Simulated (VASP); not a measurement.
## Li2Be3C2: single point with PBE

Li2Be3C2:

```
Li Be C
1.0
     2.99051    0.00000    0.00000
    -1.49525    2.58986    0.00000
     0.00000    0.00000    7.47385
Li Be C
2 3 2
Direct
  0.66667 0.33333 0.83990
  0.33333 0.66667 0.16010
  0.33333 0.66667 0.69490
  0.66667 0.33333 0.30510
  0.00000 0.00000 0.00000
  0.33333 0.66667 0.56660
  0.66667 0.33333 0.43340
```

The cell was generated, and may not be a known phase.

```yaml
Program: VASP 6.6.1
Task: single point
Functional: PBE
Potentials_or_basis: VASP PAW PBE potentials, release 64 (Li_sv, Be, C)
Cutoff: 520 eV
k_mesh: 6 × 6 × 4
Occupations: gaussian, width 0.1 eV
Spin: no spin polarisation
Dipole_correction: no
Further_INCAR_settings: ALGO = Normal; EDIFF = 1e-06; NBANDS = 19
```

```
Largest force          : 71.742 eV/Å
Band gap on the k mesh : zero (bands 10 and 11 overlap by 2.00 eV)
```

Forces on the atoms (eV/Å):
```
Li    0.000   0.000  -0.341
Li    0.000   0.000   0.341
Be    0.000   0.000  69.484
Be    0.000   0.000 -69.484
Be    0.000   0.000   0.000
C     0.000   0.000 -71.742
C     0.000   0.000  71.742
```

Levels at points of the mesh, in eV from the Fermi level:
| k point | band 6 | band 7 | band 8 | band 9 | band 10 | band 11 | band 12 | band 13 | band 14 | band 15 |
| --- | --- | --- | --- | --- | --- | --- | --- | --- | --- | --- |
| (0.00, 0.00, 0.00) | -3.47 | -2.34 | -2.34 | -1.47 | 0.44 | 0.44 | 0.69 | 3.37 | 5.81 | 6.95 |
| (0.50, 0.00, 0.00) | -4.47 | -3.98 | -3.44 | -3.41 | -0.23 | 0.30 | 1.61 | 1.69 | 2.34 | 3.36 |
| (0.00, 0.00, 0.50) | -3.98 | -2.34 | -2.34 | -0.49 | -0.04 | 0.43 | 0.43 | 4.16 | 5.00 | 6.92 |
| (0.50, 0.00, 0.50) | -4.62 | -3.97 | -3.62 | -2.84 | -0.59 | 0.18 | 0.87 | 2.53 | 2.77 | 3.82 |

It took 16 s on 1 thread of Intel(R) Xeon(R) 6975P-C (Granite Rapids), on a shared host, peak memory 0.18 GiB.

Caveat: the k points lie up to 0.40 Å⁻¹ apart, too coarse for converged energies and pressures of a metal; atoms lie so close that the PAW spheres overlap strongly, which falsifies energies and pressures; forces of over 1 eV/Å act on the atoms, so gaps and moduli don't describe the material at rest.
